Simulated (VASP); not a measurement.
SiC: relaxation of cell and atoms with PBE

SiC:

```xyz
6
Lattice="3.0858 0.0000 0.0000 -1.5429 2.6724 0.0000 0.0000 0.0000 7.0578" Properties=species:S:1:pos:R:3 pbc="T T T"
Si   -0.7715    1.3362    1.1763
Si    0.7715    1.3362    5.8815
Si    1.5429    0.0000    3.5289
C     0.7715    1.3362    2.3526
C     1.5429    0.0000    0.0000
C    -0.7715    1.3362    4.7052
```

```json
{
  "Program": "VASP 6.6.1",
  "Task": "relaxation of cell and atoms",
  "Functional": "PBE",
  "Potentials or basis": "VASP PAW PBE potentials, release 64 (Si, C)",
  "Cutoff": "600 eV",
  "k mesh": "12 × 12 × 4",
  "Occupations": "gaussian, width 0.02 eV",
  "Spin": "no spin polarisation",
  "Dipole correction": "no",
  "Further INCAR settings": "ALGO = Normal; EDIFF = 1e-06; IBRION = 2; EDIFFG = -0.01; NSW = 100; ISIF = 3"
}
```

* Relaxed volume: 9.69 Å³/atom
* Relaxed cell: a = 3.084 Å, b = 3.084 Å, c = 7.060 Å, α = 90.00°, β = 90.00°, γ = 120.00°
* Space group after relaxing (to 0.05 Å): P6_222 (No. 180)
* Energy gained by relaxing: 0.0 meV/atom
* Ionic steps: 2
* Pressure after relaxing: 0.0 GPa
* Band gap on the k mesh: 0.87 eV, indirect (least direct gap 3.00 eV)

Final structure:
```
CELL_PARAMETERS angstrom
3.08428 0.00000 0.00000
-1.54214 2.67107 0.00000
0.00000 0.00000 7.06008
ATOMIC_POSITIONS crystal
Si 0.00000 0.50000 0.16667
Si 0.50000 0.50000 0.83333
Si 0.50000 0.00000 0.50000
C 0.50000 0.50000 0.33333
C 0.50000 0.00000 0.00000
C 0.00000 0.50000 0.66667
```

Levels at points of the mesh, in eV from the valence-band top:
| k point | band 10 | band 11 | band 12 | band 13 | band 14 | band 15 |
| --- | --- | --- | --- | --- | --- | --- |
| (0.00, 0.00, 0.00) | -0.33 | -0.18 | 0.00 | 3.37 | 3.37 | 4.18 |
| (0.50, 0.00, 0.00) | -2.87 | -2.40 | -2.13 | 0.87 | 1.63 | 2.66 |
| (0.00, 0.00, 0.50) | -0.34 | -0.16 | -0.16 | 2.96 | 4.55 | 4.55 |
| (0.50, 0.00, 0.50) | -2.75 | -2.48 | -2.03 | 1.91 | 2.72 | 3.45 |

Run time: 2.6 min on 1 thread of AMD EPYC 7R43 64-Core Processor (Zen 3), with other jobs on the host, peak memory 0.19 GiB.

A k mesh can miss the band edges. A hybrid or GW would open this gap; PBE tends to underestimate it.
